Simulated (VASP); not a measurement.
# Co (P6/mmm) in VASP: a series of runs

The runs below take Co through relaxation of cell and atoms, with LDA.

Program: VASP 6.6.1. These are calculated values, not measurements. Logs are shortened: lines on timing, memory, paths and dates and some standing lists are left out, and cuts for length are marked.

## (1) The cell of the first run

The structure is hexagonal, space group P6/mmm (No. 191). The conventional cell has a = 2.325 Å, b = 2.325 Å, c = 2.186 Å, α = 90.00°, β = 90.00°, γ = 120.00°. Within 2.9 Å of Co (site symmetry 6/mmm) lie 8 Co at 2.19 to 2.33 Å.

This isn't the form of Co at room conditions, which is hcp.

## (2) Relaxation of cell and atoms, LDA, collinear spin, ferromagnetic start, target pressure 4.5 GPa, at which the enthalpy is minimised

Input file INCAR:

```
SYSTEM = Co
PREC = Accurate ; ENCUT = 600
EDIFF = 1E-7 ; ISMEAR = -1
SIGMA = 0.08 ; LREAL = .False.
LASPH = .True. ; NELM = 150
ALGO = Normal ; ISIF = 3
LWAVE = .False. ; LCHARG = .False.
ISPIN = 2 ; MAGMOM = 1.7
LORBIT = 11 ; LMAXMIX = 4
GGA = CA ; IBRION = 2
NSW = 60 ; EDIFFG = -0.005
PSTRESS = 45.0
```

Input file KPOINTS:

```
Automatic mesh
0
Gamma
  19 19 17
  0 0 0
```

Input file POSCAR:

```
Co
1.0
    2.3250623993      0.0000000000      0.0000000000
   -1.1625311997      2.0135631032      0.0000000000
    0.0000000000      0.0000000000      2.1855586554
Co
1
Direct
    0.0000000000      0.0000000000      0.0000000000
```

Potentials or basis: VASP PAW LDA potentials, release 64 (Co).

The run is started by

```bash
$ cat potpaw_LDA.64/Co/POTCAR > POTCAR
$ mpirun -np 1 vasp_std > vasp.out
```

OUTCAR:

```text
SYSTEM = Co
   PREC = Accurate
   ENCUT = 600
   EDIFF = 1E-7
   ISMEAR = -1
   LREAL = .False.
   LASPH = .True.
   NELM = 150
   ISIF = 3
   ISPIN = 2
   LORBIT = 11
   GGA = CA
   IBRION = 2
   NSW = 60
   EDIFFG = -0.005
   PSTRESS = 45.0

 ion  position               nearest neighbor table
   1  0.000  0.000  0.000-

  LATTYP: Found a hexagonal cell.
 ALAT       =     2.3250623993
 C/A-ratio  =     0.9400000000

  Lattice vectors:

 A1 = (   2.3250623993,   0.0000000000,   0.0000000000)
 A2 = (  -1.1625311997,   2.0135631032,   0.0000000000)
 A3 = (   0.0000000000,   0.0000000000,   2.1855586554)

Analysis of symmetry for initial positions (statically):
=====================================================================
 Subroutine PRICEL returns:
 Original cell was already a primitive cell.

 Routine SETGRP: Setting up the symmetry group for a
 hexagonal supercell.

 Subroutine GETGRP returns: Found 24 space group operations
 (whereof 24 operations were pure point group operations)
 out of a pool of 24 trial point group operations.

The static configuration has the point symmetry D_6h.

Analysis of symmetry for dynamics (positions and initial velocities):
=====================================================================
 Subroutine PRICEL returns:
 Original cell was already a primitive cell.

 Routine SETGRP: Setting up the symmetry group for a
 hexagonal supercell.

 Subroutine GETGRP returns: Found 24 space group operations
 (whereof 24 operations were pure point group operations)
 out of a pool of 24 trial point group operations.

The dynamic configuration has the point symmetry D_6h.

Analysis of structural, dynamic, and magnetic symmetry:
=====================================================================
 Subroutine PRICEL returns:
 Original cell was already a primitive cell.

 Routine SETGRP: Setting up the symmetry group for a
 hexagonal supercell.

 Subroutine GETGRP returns: Found 24 space group operations
 (whereof 24 operations were pure point group operations)
 out of a pool of 24 trial point group operations.

The overall configuration has the point symmetry D_6h.

 Subroutine INISYM returns: Found 24 space group operations
 (whereof 24 operations are pure point group operations),
 and found     1 'primitive' translations

----------------------------------------------------------------------------------------

                                     Primitive cell

  volume of cell :      10.2320

  direct lattice vectors                    reciprocal lattice vectors
     2.325062399  0.000000000  0.000000000     0.430095984  0.248316032  0.000000000
    -1.162531200  2.013563103  0.000000000     0.000000000  0.496632064  0.000000000
     0.000000000  0.000000000  2.185558655     0.000000000  0.000000000  0.457548919

  length of vectors
     2.325062399  2.325062399  2.185558655     0.496632064  0.496632064  0.457548919

  position of ions in fractional coordinates (direct lattice)
     0.000000000  0.000000000  0.000000000

  ion indices of the primitive-cell ions
   primitive index   ion index
                 1           1

----------------------------------------------------------------------------------------

 KPOINTS: Automatic mesh

Automatic generation of k-mesh.
 Grid dimensions read from file:
 generate k-points for:   19   19   17

 Generating k-lattice:

  Cartesian coordinates                     Fractional coordinates (reciprocal lattice)
     0.022636631  0.013069265  0.000000000     0.052631579 -0.000000000  0.000000000
     0.000000000  0.026138530  0.000000000     0.000000000  0.052631579  0.000000000
     0.000000000  0.000000000  0.026914642     0.000000000  0.000000000  0.058823529

  Length of vectors
     0.026138530  0.026138530  0.026914642

  Shift w.r.t. Gamma in fractional coordinates (k-lattice)
     0.000000000  0.000000000  0.000000000

 Subroutine IBZKPT returns following result:
 ===========================================

 Found    360 irreducible k-points:

 Following reciprocal coordinates:
            Coordinates               Weight
  0.000000  0.000000  0.000000      1.000000
  0.052632 -0.000000  0.000000      6.000000
  0.105263 -0.000000  0.000000      6.000000
  0.157895 -0.000000  0.000000      6.000000
  0.210526 -0.000000  0.000000      6.000000
  0.263158 -0.000000  0.000000      6.000000
[... 16 lines left out ...]
  0.263158  0.105263  0.000000     12.000000
  0.315789  0.105263  0.000000     12.000000
 [... further k-points ...]
   k-points           NKPTS =    360   k-points in BZ     NKDIM =    360   number of bands    NBANDS=      9
   number of dos      NEDOS =    301   number of ions     NIONS =      1
   total plane-waves  NPLWV =   7200
   dimension x,y,z NGX =    20 NGY =   20 NGZ =   18
   dimension x,y,z NGXF=    40 NGYF=   40 NGZF=   36
   ions per type =               1
   NGX,Y,Z   is equivalent  to a cutoff of  14.30, 14.30, 13.69 a.u.
   NGXF,Y,Z  is equivalent  to a cutoff of  28.60, 28.60, 27.38 a.u.
 SYSTEM =  Co
   PREC   = accura    normal or accurate (medium, high low for compatibility)
   ISTART =      0    job   : 0-new  1-cont  2-samecut
   ICHARG =      2    charge: 1-file 2-atom 10-const
   ISPIN  =      2    spin polarized calculation?
   LNONCOLLINEAR =      F non collinear calculations
   LSORBIT =      F    spin-orbit coupling
   LASPH  =      T    aspherical Exc in radial PAW
   ENCUT  =  600.0 eV  44.10 Ry    6.64 a.u.   4.64  4.64  4.37*2*pi/ulx,y,z
   NELM   =    150;   NELMIN=  2; NELMDL= -5     # of ELM steps
   EDIFF  = 0.1E-06   stopping-criterion for ELM
   LREAL  =      F    real-space projection
   EDIFFG = -.5E-02   stopping-criterion for IOM
   NSW    =     60    number of steps for IOM
   IBRION =      2    ionic relax: 0-MD 1-quasi-New 2-CG
   NFREE  =      1    steps in history (QN), initial steepest desc. (CG)
   ISIF   =      3    stress and relaxation
   ISYM   =      2    0-nonsym 1-usesym 2-fastsym
   POTIM  = 0.5000    time-step for ionic-motion
   TEBEG  =    0.0;   TEEND  =   0.0 temperature during run
   PSTRESS=   45.0 pullay stress
   NELECT =       9.0000    total number of electrons
   NUPDOWN=      -1.0000    fix difference up-down
   EMIN   =  10.00;   EMAX   =-10.00  energy-range for DOS
   EFERMI =   0.00;   METHOD = LEGACY
   ISMEAR =    -1;   SIGMA  =   0.08  broadening in eV -4-tet -1-fermi 0-gaus
   EFERMI_NEDOS =   21; number of points for ismear=-14 and -15
   IALGO  =     38    algorithm
   IMIX   =      4    mixing-type and parameters
     AMIX     =   0.40;   BMIX     =  1.00
     AMIX_MAG =   1.60;   BMIX_MAG =  1.00
  volume/ion in A,a.u.               =      10.23        69.05
  Fermi-wavevector in a.u.,A,eV,Ry     =   1.568562  2.964151 33.475574  2.460385
  Thomas-Fermi vector in A             =   2.670574
   LORBIT       =     11    0 simple, 1 ext, 2 COOP (PROOUT), +10 PAW based schemes
   GGA     = CA    functional components
   LHFCALC =     F    Hartree Fock is set to
   AEXX    =    0.0000 exact exchange contribution
   IVDW    =     0    specifies the selected vdW correction
   LEPSILON=     F    determine dielectric tensor
   LRPA    =     F    only Hartree local field effects (RPA)
 conjugate gradient relaxation of ions
 spin polarized calculation
  energy-cutoff  :      600.00
  volume of cell :       10.23
 maximum number of plane-waves:       357
 NGX is ok and might be reduce to    20
   NGX =  9   NGY =  9   NGZ =  9

--------------------------------------- Ionic step        1  -------------------------------------------

 number of electron       8.9999999 magnetization       1.1999198

 Free energy of the ion-electron system (eV)
  ---------------------------------------------------
  ext. energy  EPLUGINS =         0.00000000
  ---------------------------------------------------
  free energy    TOTEN  =        -7.55726465 eV

  energy without entropy =       -7.52060156  energy(sigma->0) =       -7.53893310

------------------------ aborting loop because EDIFF is reached ----------------------------------------

  FORCE on cell =-STRESS in cart. coord.  units (eV):
  Direction    XX          YY          ZZ          XY          YZ          ZX
  --------------------------------------------------------------------------------------
  -------------------------------------------------------------------------------------
  Total        0.6010429      0.6010429      0.8050761     -0.0000000     -0.0000000      0.0000000
  in kB       94.1138948     94.1138948    126.0622937     -0.0000000     -0.0000000      0.0000000
  external PRESSURE =      59.7633611 kB  Pullay stress =      45.0000000 kB
[... 94 lines left out ...]
  energy  without entropy=       -7.5321024686  energy(sigma->0) =       -7.55075863

  enthalpy is  TOTEN    =        -7.2748194164 eV   P V=        0.2945953727

[... ionic steps 4 to 7 ...]

--------------------------------------- Ionic step        8  -------------------------------------------

 number of electron       8.9999995 magnetization       1.2439633

------------------------ aborting loop because EDIFF is reached ----------------------------------------
[... 69 lines left out ...]
--------------------------------------- Ionic step       10  -------------------------------------------

 number of electron       8.9999995 magnetization       1.2448761

 Free energy of the ion-electron system (eV)
  ---------------------------------------------------
  ext. energy  EPLUGINS =         0.00000000
  ---------------------------------------------------
  free energy    TOTEN  =        -7.56921710 eV

  energy without entropy =       -7.53187371  energy(sigma->0) =       -7.55054540

 E-fermi :  10.5640     XC(G=0): -13.8809

 val. band max:       10.5601821691   @ k =   0.2632  -0.0000   0.1765
 cond. band min:      10.5651967076   @ k =   0.2105   0.2105   0.0588
 fundamental gap:      0.0050145385
 Fermi energy:        10.5639629534

 spin component 1

 k-point     1 :       0.0000    0.0000    0.0000
  band No.  band energies     occupation
      1       1.3806      1.00000
      2       5.9654      1.00000
      3       8.1134      1.00000
      4       8.1134      1.00000
      5      10.3424      0.94099
      6      10.3424      0.94099
      7      31.4752      0.00000
      8      34.0590      0.00000
      9      37.1494      0.00000
[... 265 lines left out ...]
 k-point    24 :       0.3158    0.1053    0.0000
  band No.  band energies     occupation
      1       5.3349      1.00000
      2       6.5152      1.00000
      3       7.9616      1.00000
      4       9.1704      1.00000
      5      10.0193      0.99890
      6      10.8390      0.03111
      7      20.3308      0.00000
      8      26.5643      0.00000
      9      37.7785      0.00000

 [... further k-points ...]

 spin component 2

 k-point     1 :       0.0000    0.0000    0.0000
  band No.  band energies     occupation
      1       1.5991      1.00000
      2       6.8083      1.00000
      3       9.1539      1.00000
      4       9.1539      1.00000
      5      11.8043      0.00000
      6      11.8043      0.00000
      7      31.7878      0.00000
      8      34.1458      0.00000
      9      37.5321      0.00000
[... 308 lines left out ...]
  energy  without entropy=       -7.5318737078  energy(sigma->0) =       -7.55054540

  enthalpy is  TOTEN    =        -7.2748734819 eV   P V=        0.2943436138

 reached required accuracy - stopping structural energy minimisation

 total charge

# of ion       s       p       d       tot
------------------------------------------
    1        0.539   0.536   7.393   8.468

 magnetization (x)

# of ion       s       p       d       tot
------------------------------------------
    1        0.003   0.001   1.228   1.232
```

It took 2.7 min on 1 thread of Intel Xeon 6975P-C (Granite Rapids), shared host; peak memory 0.2 GiB.

What came out:

```yaml
Free_energy: -7.5692 eV
Relaxed_volume: 10.48 Å³/atom
Relaxed_cell: a = 2.338 Å, b = 2.338 Å, c = 2.214 Å, α = 90.00°, β = 90.00°, γ = 120.00°
Space_group_after_relaxing_to_0.1_Å: P6/mmm (No. 191)
Energy_change_on_relaxing_the_run_minimises_the_enthalpy: -12.0 meV/atom
Ionic_steps: 10
Pressure_after_relaxing: 4.5 GPa
Net_moment: 1.24 μB per cell
Site_moments: Co +1.23 μB
Valence_electrons_inside_the_program's_atomic_spheres: Co 8.47
```

Step by step:
```csv
step,energy change (eV),largest force (eV/Å),pressure (GPa),volume (Å³)
1,0.0000,0.0000,10.48,10.23
2,-0.0142,0.0000,-2.04,10.81
3,-0.0122,0.0000,4.36,10.49
4,-0.0120,0.0000,4.48,10.48
5,-0.0119,0.0000,4.57,10.48
6,-0.0118,0.0000,4.59,10.48
7,-0.0118,0.0000,4.59,10.48
8,-0.0118,0.0000,4.63,10.48
9,-0.0122,0.0000,4.32,10.49
10,-0.0120,0.0000,4.51,10.48
```

Final structure:
```xyz
1
Lattice="2.3379 0.0000 0.0000 -1.1690 2.0247 0.0000 0.0000 0.0000 2.2139" Properties=species:S:1:pos:R:3 pbc="T T T"
Co    0.0000    0.0000    0.0000
```

Caveat: the cell is relaxed towards a set pressure, so the run minimises the enthalpy, not the energy.

## (3) Relaxation of cell and atoms, LDA, collinear spin, ferromagnetic start, target pressure 4.5 GPa, at which the enthalpy is minimised

This run uses another cell than the first one, of 10.58 Å³/atom.

Input file INCAR:

```
SYSTEM = Co
ALGO = Normal ; EDIFF = 1E-7
EDIFFG = -0.005 ; ENCUT = 600
IBRION = 2 ; ISIF = 3
ISMEAR = -1 ; ISPIN = 2
LASPH = .True. ; LCHARG = .False.
LMAXMIX = 4 ; LORBIT = 11
LREAL = .False. ; LWAVE = .False.
MAGMOM = 1.7 ; NELM = 150
NSW = 32 ; PREC = Accurate
PSTRESS = 45.0 ; SIGMA = 0.08
```

Input file KPOINTS:

```
k-points
0
Gamma
  19 19 17
  0 0 0
```

Input file POSCAR:

```
Co
1.0
    2.3484809728      0.0000000000      0.0000000000
   -1.1742404864      2.0338441828      0.0000000000
    0.0000000000      0.0000000000      2.2159178943
Co
1
Direct
    0.0000000000      0.0000000000      0.0000000000
```

Potentials or basis: VASP PAW LDA potentials, release 64 (Co).

The run is started by

```bash
$ cat potpaw_LDA.64/Co/POTCAR > POTCAR
$ mpirun -np 1 vasp_std > vasp.out
```

OUTCAR:

```text
SYSTEM = Co
   EDIFF = 1E-7
   EDIFFG = -0.005
   ENCUT = 600
   IBRION = 2
   ISIF = 3
   ISMEAR = -1
   ISPIN = 2
   LASPH = .True.
   LORBIT = 11
   LREAL = .False.
   NELM = 150
   NSW = 32
   PREC = Accurate
   PSTRESS = 45.0

 ion  position               nearest neighbor table
   1  0.000  0.000  0.000-

  LATTYP: Found a hexagonal cell.
 ALAT       =     2.3484809728
 C/A-ratio  =     0.9435536928

  Lattice vectors:

 A1 = (   2.3484809728,   0.0000000000,   0.0000000000)
 A2 = (  -1.1742404864,   2.0338441828,   0.0000000000)
 A3 = (   0.0000000000,   0.0000000000,   2.2159178943)

Analysis of symmetry for initial positions (statically):
=====================================================================
 Subroutine PRICEL returns:
 Original cell was already a primitive cell.

 Routine SETGRP: Setting up the symmetry group for a
 hexagonal supercell.
[... 339 lines left out ...]

 val. band max:       10.5599610853   @ k =   0.2632  -0.0000   0.1765
 cond. band min:      10.5651225300   @ k =   0.2105   0.1579   0.2353
 fundamental gap:      0.0051614447
 Fermi energy:        10.5636549912

 spin component 1

 k-point     1 :       0.0000    0.0000    0.0000
  band No.  band energies     occupation
      1       1.3802      1.00000
      2       5.9646      1.00000
      3       8.1129      1.00000
      4       8.1129      1.00000
      5      10.3416      0.94133
      6      10.3416      0.94133
      7      31.4788      0.00000
      8      34.0564      0.00000
      9      37.1514      0.00000
[... 265 lines left out ...]
 k-point    24 :       0.3158    0.1053    0.0000
  band No.  band energies     occupation
      1       5.3344      1.00000
      2       6.5143      1.00000
      3       7.9607      1.00000
      4       9.1703      1.00000
      5      10.0187      0.99890
      6      10.8381      0.03137
      7      20.3288      0.00000
      8      26.5617      0.00000
      9      37.7794      0.00000

 [... further k-points ...]

 spin component 2

 k-point     1 :       0.0000    0.0000    0.0000
  band No.  band energies     occupation
      1       1.5989      1.00000
      2       6.8078      1.00000
      3       9.1538      1.00000
      4       9.1538      1.00000
      5      11.8040      0.00000
      6      11.8040      0.00000
      7      31.7915      0.00000
      8      34.1432      0.00000
      9      37.5342      0.00000
[... 308 lines left out ...]
  energy  without entropy=       -7.5320999878  energy(sigma->0) =       -7.55077113

  enthalpy is  TOTEN    =        -7.2750898096 eV   P V=        0.2943524645

 reached required accuracy - stopping structural energy minimisation

 total charge

# of ion       s       p       d       tot
------------------------------------------
    1        0.539   0.536   7.393   8.468

 magnetization (x)

# of ion       s       p       d       tot
------------------------------------------
    1        0.003   0.001   1.229   1.233
```

CONTCAR:

```text
Co
   1.00000000000000
     2.3380402579095674   -0.0000000000000000   -0.0000000000000000
    -1.1690201289547837    2.0248022584727905   -0.0000000000000000
     0.0000000000000000   -0.0000000000000000    2.2137630965949988
  Co
     1
Direct
     0.0000000000000000    1.0000000000000000    1.0000000000000000

  0.00000000E+00  0.00000000E+00  0.00000000E+00
```

Wall time 1.8 min (1 thread of Intel Xeon 6975P-C (Granite Rapids), shared host); peak memory 0.19 GiB.

Results:

```
Free energy                                                : -7.5694 eV
Relaxed volume                                             : 10.48 Å³/atom
Relaxed cell                                               : a = 2.338 Å, b = 2.338 Å, c = 2.214 Å, α = 90.00°, β = 90.00°, γ = 120.00°
Space group after relaxing (to 0.1 Å)                      : P6/mmm (No. 191)
Energy change on relaxing (the run minimises the enthalpy) : +2.2 meV/atom
Ionic steps                                                : 5
Pressure after relaxing                                    : 4.5 GPa
Net moment                                                 : 1.25 μB per cell
Site moments                                               : Co +1.23 μB
Valence electrons inside the program's atomic spheres      : Co 8.47
```

The path:
```
step  energy change (eV)  largest force (eV/Å)  pressure (GPa)  volume (Å³)
   1              0.0000                0.0000            2.32        10.58
   2              0.0064                0.0000            7.15        10.36
   3              0.0022                0.0000            4.56        10.48
   4              0.0022                0.0000            4.52        10.48
   5              0.0022                0.0000            4.48        10.48
```

Final structure:
```
Co
1.0
     2.33804    0.00000    0.00000
    -1.16902    2.02480    0.00000
     0.00000    0.00000    2.21376
Co
1
Direct
  0.00000 0.00000 0.00000
```

Levels at points of the mesh, in eV from the Fermi level:
Spin up:
```csv
k point,band 1,band 2,band 3,band 4,band 5,band 6,band 7,band 8,band 9
"(0.00, 0.00, 0.00)",-9.18,-4.60,-2.45,-2.45,-0.22,-0.22,20.92,23.49,26.59
```
Spin down:
```
           k point  band 1  band 2  band 3  band 4  band 5  band 6  band 7  band 8
(0.00, 0.00, 0.00)   -8.96   -3.76   -1.41   -1.41    1.24    1.24   21.23   23.58
```

Caveat: the cell is relaxed towards a set pressure, so the run minimises the enthalpy, not the energy.
